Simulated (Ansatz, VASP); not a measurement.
## One calculation of Al, two programs

```
Al
1.0
     2.67183    0.00000    0.00000
    -1.33592    2.31387    0.00000
     0.00000    0.00000    4.62351
Al
2
Direct
  0.66667 0.33333 0.75000
  0.33333 0.66667 0.25000
```

Change from the starting cell: strain -0.050 along x and y, -0.050 along z, atoms carried along.

Alike in both runs: task single point; functional r2SCAN; k mesh 18 × 18 × 10; occupations gaussian, width 0.15 eV; no spin polarisation.

|  | VASP | Ansatz |
| --- | --- | --- |
| version | VASP 6.6.1 | Ansatz 0.2.0 |
| potentials or method | VASP PAW PBE potentials, release 64 (Al), cutoff 520 eV | scalar-relativistic, plane waves, PAW |
| valence electrons in the cell | 6 | 6 |

Ansatz gave:

| Quantity | Value |
| --- | --- |
| gap on the k mesh at the Fermi level (eV) | none |
| pressure (GPa) | 13.4 |
| traceless stress, the component that is largest in VASP (GPa) | -4.57 |

**Question.** Estimate VASP's values.

**Answer.** gap on the k mesh at the Fermi level (eV): none; pressure (GPa): 12.9; traceless stress, the component that is largest in VASP (GPa): -4.55.

VASP's potentials were made for PBE, not for r2SCAN. A gap of «none» marks a metal or a gap that the smearing closes.
